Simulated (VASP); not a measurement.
Runs of VASP 6.6.1 on AlN. The structure is that of space group P6_3mc (No. 186), or close to it. The cells are those of the table. 

```csv
cell,gap on the mesh (eV),pressure (GPa),largest force (eV/Å)
"a = 3.111, b = 3.111, c = 4.829 Å, angles 90.0, 90.0, 120.0°, 4 atoms",4.35,10.3,0.27
"a = 3.064, b = 3.064, c = 5.127 Å, angles 90.0, 90.0, 120.0°, 4 atoms",4.25,5.1,0.60
"a = 3.018, b = 3.018, c = 4.829 Å, angles 90.0, 90.0, 120.0°, 4 atoms",4.99,26.6,0.19
"a = 3.158, b = 3.158, c = 4.829 Å, angles 90.0, 90.0, 120.0°, 4 atoms",4.05,3.7,0.44
"a = 3.064, b = 3.064, c = 4.829 Å, angles 90.0, 90.0, 120.0°, 4 atoms",4.67,17.8,0.06
"a = 3.158, b = 3.158, c = 4.903 Å, angles 90.0, 90.0, 120.0°, 4 atoms",3.96,0.6,0.17
"a = 3.158, b = 3.158, c = 5.127 Å, angles 90.0, 90.0, 120.0°, 4 atoms",(a),-7.1,0.28
"a = 3.064, b = 3.064, c = 4.978 Å, angles 90.0, 90.0, 120.0°, 4 atoms",(c),10.8,0.37
"a = 3.204, b = 3.204, c = 5.127 Å, angles 90.0, 90.0, 120.0°, 4 atoms",3.40,-11.8,0.18
"a = 3.204, b = 3.204, c = 4.978 Å, angles 90.0, 90.0, 120.0°, 4 atoms",3.58,-7.4,(b)
"a = 3.064, b = 3.064, c = 4.903 Å, angles 90.0, 90.0, 120.0°, 4 atoms",4.57,14.2,0.18
"a = 3.018, b = 3.018, c = 4.978 Å, angles 90.0, 90.0, 120.0°, 4 atoms",4.78,19.0,0.60
```

Alike in all rows: task single point; level PBE; potentials or basis VASP PAW PBE potentials, release 64 (Al, N); no spin polarisation; k mesh 12 × 12 × 6; cutoff (eV) 520; smearing gaussian 0.05 eV.

Estimate the missing entries.

(a) 3.68; (b) 0.09; (c) 4.47.

A k mesh can miss the band edges.
